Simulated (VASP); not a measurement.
# GaP (F-43m) in VASP: dielectric tensor with PBEsol

Aim: the dielectric tensor of GaP with PBEsol.

Program: VASP 6.6.1. These are calculated values, not measurements. Logs are shortened: lines on timing, memory, paths and dates and some standing lists are left out, and cuts for length are marked.

## Step 1: The cell of the first run

The structure is cubic, space group F-43m (No. 216). Conventional cell: a = 5.451 Å, b = 5.451 Å, c = 5.451 Å, α = 90.00°, β = 90.00°, γ = 90.00°. Within 3.1 Å of Ga (site symmetry -43m) lie 4 P at 2.36 Å. Within 3.1 Å of P (site symmetry -43m) lie 4 Ga at 2.36 Å.

## Step 2: Dielectric tensor, PBEsol

INCAR

```
ALGO = Normal
EDIFF = 1E-8
ENCUT = 520
GGA = PS
ISIF = 2
ISMEAR = 0
LASPH = True
LCHARG = False
LEPSILON = True
LREAL = False
LWAVE = False
NELM = 100
PREC = Accurate
SIGMA = 0.01
```

KPOINTS

```
k-points
0
Gamma
  6 6 6
```

POSCAR

```
GaP
1.0
    3.8540860000      0.0000000000      0.0000000000
    1.9270430000      3.3377363844      0.0000000000
    1.9270430000      1.1125787948      3.1468480416
Ga P
1 1
Direct
    0.0000000000      0.0000000000      0.0000000000
    0.2500000000      0.2500000000      0.2500000000
```

Potentials or basis: VASP PAW PBE potentials, release 64 (Ga_d, P).

Command:

```console
> cat potpaw_PBE.64/Ga_d/POTCAR potpaw_PBE.64/P/POTCAR > POTCAR
> mpirun -np 1 vasp_std > vasp.out
```

OUTCAR:

```text
EDIFF = 1E-8
   ENCUT = 520
   GGA = PS
   ISIF = 2
   ISMEAR = 0
   LASPH = True
   LEPSILON = True
   LREAL = False
   NELM = 100
   PREC = Accurate

 ion  position               nearest neighbor table
   1  0.000  0.000  0.000-   2 2.36   2 2.36   2 2.36   2 2.36
   2  0.250  0.250  0.250-   1 2.36   1 2.36   1 2.36   1 2.36

  LATTYP: Found a face centered cubic cell.
 ALAT       =     5.4505006918

  Lattice vectors:

 A1 = (   3.8540860000,   0.0000000000,   0.0000000000)
 A2 = (   1.9270430000,   3.3377363844,   0.0000000000)
 A3 = (   1.9270430000,   1.1125787948,   3.1468480416)

Analysis of symmetry for initial positions (statically):
=====================================================================
 Subroutine PRICEL returns:
 Original cell was already a primitive cell.

 Routine SETGRP: Setting up the symmetry group for a
 face centered cubic supercell.

 Subroutine GETGRP returns: Found 24 space group operations
 (whereof 24 operations were pure point group operations)
 out of a pool of 48 trial point group operations.

The static configuration has the point symmetry T_d .

Analysis of symmetry for dynamics (positions and initial velocities):
=====================================================================
 Subroutine PRICEL returns:
 Original cell was already a primitive cell.

 Routine SETGRP: Setting up the symmetry group for a
 face centered cubic supercell.

 Subroutine GETGRP returns: Found 24 space group operations
 (whereof 24 operations were pure point group operations)
 out of a pool of 48 trial point group operations.

The dynamic configuration has the point symmetry T_d .

 Subroutine INISYM returns: Found 24 space group operations
 (whereof 24 operations are pure point group operations),
 and found     1 'primitive' translations

----------------------------------------------------------------------------------------

                                     Primitive cell

  volume of cell :      40.4808

  direct lattice vectors                    reciprocal lattice vectors
     3.854086000  0.000000000  0.000000000     0.259464890 -0.149802124 -0.105926098
     1.927043000  3.337736384  0.000000000     0.000000000  0.299604248 -0.105926098
     1.927043000  1.112578795  3.146848042     0.000000000  0.000000000  0.317778293

  length of vectors
     3.854086000  3.854086000  3.854086000     0.317778293  0.317778293  0.317778293

  position of ions in fractional coordinates (direct lattice)
     0.000000000  0.000000000  0.000000000
     0.250000000  0.250000000  0.250000000

  ion indices of the primitive-cell ions
   primitive index   ion index
                 1           1
                 2           2

----------------------------------------------------------------------------------------

 KPOINTS: k-points

Automatic generation of k-mesh.
 Grid dimensions read from file:
 generate k-points for:    6    6    6

 Generating k-lattice:

  Cartesian coordinates                     Fractional coordinates (reciprocal lattice)
     0.043244148 -0.024967021 -0.017654350     0.166666667  0.000000000  0.000000000
     0.000000000  0.049934041 -0.017654350     0.000000000  0.166666667  0.000000000
     0.000000000  0.000000000  0.052963049     0.000000000  0.000000000  0.166666667

  Length of vectors
     0.052963049  0.052963049  0.052963049

  Shift w.r.t. Gamma in fractional coordinates (k-lattice)
     0.000000000  0.000000000  0.000000000

 Subroutine IBZKPT returns following result:
 ===========================================

 Found     16 irreducible k-points:

 Following reciprocal coordinates:
            Coordinates               Weight
  0.000000  0.000000  0.000000      1.000000
  0.166667 -0.000000 -0.000000      8.000000
  0.333333  0.000000 -0.000000      8.000000
  0.500000  0.000000 -0.000000      4.000000
  0.166667  0.166667 -0.000000      6.000000
  0.333333  0.166667 -0.000000     24.000000
[... 8 lines left out ...]
 -0.333333  0.333333  0.166667     24.000000
 -0.333333  0.500000  0.166667     12.000000
   k-points           NKPTS =     16   k-points in BZ     NKDIM =     16   number of bands    NBANDS=     13
   number of dos      NEDOS =    301   number of ions     NIONS =      2
   total plane-waves  NPLWV =  27000
   dimension x,y,z NGX =    30 NGY =   30 NGZ =   30
   dimension x,y,z NGXF=    60 NGYF=   60 NGZF=   60
   ions per type =               1   1
   NGX,Y,Z   is equivalent  to a cutoff of  12.94, 12.94, 12.94 a.u.
   NGXF,Y,Z  is equivalent  to a cutoff of  25.88, 25.88, 25.88 a.u.
 SYSTEM =  unknown system
   PREC   = accura    normal or accurate (medium, high low for compatibility)
   ISTART =      0    job   : 0-new  1-cont  2-samecut
   ICHARG =      2    charge: 1-file 2-atom 10-const
   ISPIN  =      1    spin polarized calculation?
   LNONCOLLINEAR =      F non collinear calculations
   LSORBIT =      F    spin-orbit coupling
   LASPH  =      T    aspherical Exc in radial PAW
   ENCUT  =  520.0 eV  38.22 Ry    6.18 a.u.   7.17  7.17  7.17*2*pi/ulx,y,z
   NELM   =    100;   NELMIN=  2; NELMDL= -5     # of ELM steps
   EDIFF  = 0.1E-07   stopping-criterion for ELM
   LREAL  =      F    real-space projection
   EDIFFG = 0.1E-06   stopping-criterion for IOM
   NSW    =      0    number of steps for IOM
   IBRION =     -1    ionic relax: 0-MD 1-quasi-New 2-CG
   NFREE  =      0    steps in history (QN), initial steepest desc. (CG)
   ISIF   =      2    stress and relaxation
   ISYM   =      2    0-nonsym 1-usesym 2-fastsym
   POTIM  = 0.5000    time-step for ionic-motion
   TEBEG  =    0.0;   TEEND  =   0.0 temperature during run
   PSTRESS=    0.0 pullay stress
   NELECT =      18.0000    total number of electrons
   NUPDOWN=      -1.0000    fix difference up-down
   EMIN   =  10.00;   EMAX   =-10.00  energy-range for DOS
   EFERMI =   0.00;   METHOD = LEGACY
   ISMEAR =     0;   SIGMA  =   0.01  broadening in eV -4-tet -1-fermi 0-gaus
   EFERMI_NEDOS =   21; number of points for ismear=-14 and -15
   IALGO  =     38    algorithm
   IMIX   =      4    mixing-type and parameters
     AMIX     =   0.40;   BMIX     =  1.00
     AMIX_MAG =   1.60;   BMIX_MAG =  1.00
  volume/ion in A,a.u.               =      20.24       136.59
  Fermi-wavevector in a.u.,A,eV,Ry     =   1.249537  2.361283 21.243371  1.561344
  Thomas-Fermi vector in A             =   2.383573
   LORBIT       =      0    0 simple, 1 ext, 2 COOP (PROOUT), +10 PAW based schemes
   GGA     = PS    functional components
   LHFCALC =     F    Hartree Fock is set to
   AEXX    =    0.0000 exact exchange contribution
   IVDW    =     0    specifies the selected vdW correction
   LEPSILON=     T    determine dielectric tensor
   LRPA    =     F    only Hartree local field effects (RPA)
 non-spin polarized calculation
 Gauss-broadening in eV      SIGMA  =   0.01
  energy-cutoff  :      520.00
  volume of cell :       40.48
 maximum number of plane-waves:      1113
 NGX is ok and might be reduce to    30
   NGX = 15   NGY = 15   NGZ = 15

--------------------------------------- Ionic step        1  -------------------------------------------

 number of electron      17.9999989 magnetization

 E-fermi :   4.6650     XC(G=0): -10.0185

 val. band max:        4.5756127441   @ k =   0.0000   0.0000   0.0000
 cond. band min:       6.0876337321   @ k =   0.5000   0.5000  -0.0000
 fundamental gap:      1.5120209880
 Fermi energy:         4.6649624776

 k-point     1 :       0.0000    0.0000    0.0000
  band No.  band energies     occupation
      1      -9.9728      2.00000
      2      -9.9728      2.00000
      3      -9.9728      2.00000
      4      -9.8723      2.00000
      5      -9.8723      2.00000
      6      -7.9499      2.00000
      7       4.5756      2.00000
      8       4.5756      2.00000
      9       4.5756      2.00000
     10       6.3242      0.00000
     11       8.3975      0.00000
     12       8.3975      0.00000
     13       8.3975      0.00000
[... 225 lines left out ...]
 k-point    16 :      -0.3333    0.5000    0.1667
  band No.  band energies     occupation
      1     -10.0767      2.00000
      2      -9.9267      2.00000
      3      -9.9122      2.00000
      4      -9.8933      2.00000
      5      -9.8590      2.00000
      6      -4.8748      2.00000
      7      -2.0844      2.00000
      8       1.1485      2.00000
      9       1.2579      2.00000
     10       7.9425      0.00000
     11       8.1473      0.00000
     12      12.0604      0.00000
     13      12.0777      0.00000

  FORCE on cell =-STRESS in cart. coord.  units (eV):
  Direction    XX          YY          ZZ          XY          YZ          ZX
  --------------------------------------------------------------------------------------
  -------------------------------------------------------------------------------------
  Total       -0.1475260     -0.1475260     -0.1475260     -0.0000000     -0.0000000     -0.0000000
  in kB       -5.8388840     -5.8388840     -5.8388840     -0.0000000     -0.0000000     -0.0000000
  external PRESSURE =      -5.8388840 kB  Pullay stress =       0.0000000 kB

 VOLUME and BASIS-vectors are now :
 -----------------------------------------------------------------------------
  energy-cutoff  :      520.00
  volume of cell :       40.48
      direct lattice vectors                 reciprocal lattice vectors
     3.854086000  0.000000000  0.000000000     0.259464890 -0.149802124 -0.105926098
     1.927043000  3.337736384  0.000000000     0.000000000  0.299604248 -0.105926098
     1.927043000  1.112578795  3.146848042     0.000000000  0.000000000  0.317778293

 POSITION                                       TOTAL-FORCE (eV/Angst)
 -----------------------------------------------------------------------------------
      0.00000      0.00000      0.00000         0.000000     -0.000000      0.000000
      1.92704      1.11258      0.78671        -0.000000      0.000000     -0.000000
 -----------------------------------------------------------------------------------
    total drift:                                0.000001      0.000000      0.000000

  FREE ENERGIE OF THE ION-ELECTRON SYSTEM (eV)
  ---------------------------------------------------
  free  energy   TOTEN  =        -9.9056929681 eV

  energy  without entropy=       -9.9056929681  energy(sigma->0) =       -9.90569297

 HEAD OF MICROSCOPIC STATIC DIELECTRIC TENSOR (INDEPENDENT PARTICLE, excluding Hartree and local field effects)
 ------------------------------------------------------
          14.138062    -0.000000    -0.000000
          -0.000000    14.138062     0.000000
          -0.000000     0.000000    14.138062
 ------------------------------------------------------

 Free energy of the ion-electron system (eV)
  ---------------------------------------------------
  ---------------------------------------------------
  free energy    TOTEN  =        -1.48977216 eV

  energy without entropy =       -1.48977216

------------------------ aborting loop because EDIFF is reached ----------------------------------------

--------------------------------------- Ionic step        2  -------------------------------------------

------------------------ aborting loop because EDIFF is reached ----------------------------------------

--------------------------------------- Ionic step        3  -------------------------------------------

 Free energy of the ion-electron system (eV)
  ---------------------------------------------------
  ---------------------------------------------------
  free energy    TOTEN  =        -1.48977948 eV

  energy without entropy =       -1.48977948

------------------------ aborting loop because EDIFF is reached ----------------------------------------

 PIEZOELECTRIC TENSOR FIELD DIRECTION 3  (e Angst)
 -----------------------------------------------------------------------------
    -1.25500  0.00000  0.00000           ( -0.02591  0.00000  0.00000)
     0.00000 -1.25500  0.00000           (  0.00000 -0.02591  0.00000)
     0.00000 -0.00000  2.50914           (  0.00000  0.00000  0.05184)

 PIEZOELECTRIC TENSOR FIELD DIRECTION 3  (C/m^2)
 -----------------------------------------------------------------------------
    -0.49671  0.00000  0.00000
     0.00000 -0.49671  0.00000
     0.00000 -0.00000  0.99308

 MACROSCOPIC STATIC DIELECTRIC TENSOR (including local field effects in DFT)
 ------------------------------------------------------
          13.510518    -0.000000    -0.000000
          -0.000000    13.510518     0.000000
          -0.000000     0.000000    13.510518
 ------------------------------------------------------

 PIEZOELECTRIC TENSOR (including local field effects)  for field in x, y, z        (e  Angst)
          XX          YY          ZZ          XY          YZ          ZX
  --------------------------------------------------------------------------------
  x     0.00000     0.00000    -0.00000    -1.77683     0.00000    -1.25641
  y    -1.77683     1.77683     0.00000     0.00000    -1.25641     0.00000
  z    -1.25641    -1.25641     2.51282     0.00000     0.00000    -0.00000

 PIEZOELECTRIC TENSOR (including local field effects)  for field in x, y, z        (C/m^2)
          XX          YY          ZZ          XY          YZ          ZX
  --------------------------------------------------------------------------------
  x     0.00000     0.00000    -0.00000    -0.70325     0.00000    -0.49727
  y    -0.70325     0.70325     0.00000     0.00000    -0.49727     0.00000
  z    -0.49727    -0.49727     0.99454     0.00000     0.00000    -0.00000

 BORN EFFECTIVE CHARGES (including local field effects) (in |e|, cummulative output)
 ---------------------------------------------------------------------------------
 ion    1
    1     2.34732    -0.00000    -0.00000
    2    -0.00000     2.34732     0.00000
    3    -0.00000     0.00000     2.34732
 ion    2
    1    -2.34732     0.00000     0.00000
    2     0.00000    -2.34732    -0.00000
    3     0.00000    -0.00000    -2.34732
```

Run time: 4.6 min. Hardware: 1 thread of Intel Xeon Platinum 8259CL at 2.50GHz (Skylake/Cascade Lake), shared host; peak memory 0.24 GiB.

What came out:

```
Band gap on the k mesh                  : 1.51 eV, indirect (least direct gap 1.75 eV)
Electronic dielectric tensor (diagonal) : 13.51
Born charges (mean of the diagonal)     : Ga +2.35; P -2.35 e
```

Levels at points of the mesh, in eV from the valence-band top:
| k point | band 6 | band 7 | band 8 | band 9 | band 10 | band 11 | band 12 | band 13 |
| --- | --- | --- | --- | --- | --- | --- | --- | --- |
| (0.00, 0.00, 0.00) | -12.53 | 0.00 | 0.00 | 0.00 | 1.75 | 3.82 | 3.82 | 3.82 |
| (0.50, 0.00, 0.00) | -10.43 | -6.70 | -1.13 | -1.13 | 1.58 | 4.65 | 4.65 | 8.09 |
| (0.50, 0.50, 0.00) | -9.52 | -6.81 | -2.71 | -2.71 | 1.51 | 1.71 | 10.55 | 10.55 |

Electronic dielectric tensor:
```
13.51  0.00  0.00
 0.00 13.51  0.00
 0.00  0.00 13.51
```

Born effective charge tensors (e):
atom 1, Ga
```
2.35 0.00 0.00
0.00 2.35 0.00
0.00 0.00 2.35
```
atom 2, P
```
-2.35  0.00  0.00
 0.00 -2.35  0.00
 0.00  0.00 -2.35
```

Caveat: the PAW data sets were made with another functional, which shifts forces and pressure a little.
